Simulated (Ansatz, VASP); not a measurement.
# B: VASP beside Ansatz

```
CELL_PARAMETERS angstrom
0.00000 1.48534 1.48534
1.48534 0.00000 1.48534
1.48534 1.48534 0.00000
ATOMIC_POSITIONS crystal
B 0.00000 0.00000 0.00000
```

Alike in both runs: task relaxation of cell and atoms; functional LDA; k mesh 18 × 18 × 18; occupations fermi-dirac, width 0.1 eV; no spin polarisation.

|  | VASP | Ansatz |
| --- | --- | --- |
| version | VASP 6.6.1 | Ansatz 0.2.0 |
| potentials or method | VASP PAW LDA potentials, release 64 (B), cutoff 600 eV | plane waves (420 eV) with PAW, scalar-relativistic |
| valence electrons in the cell | 3 | 3 |

|  | VASP | Ansatz | Ansatz less VASP |
| --- | --- | --- | --- |
| relaxed volume (Å³/atom) | 5.70 | 5.70 | -0.006 |
| relaxed cell length with the largest relative difference (Å) | 2.005 | 2.005 | -0.0007 |

Ansatz warns that its potentials were made for another functional, while VASP's fit it. LDA's correlation is that of Perdew and Zunger in VASP and of Perdew and Wang (1992) in Ansatz.
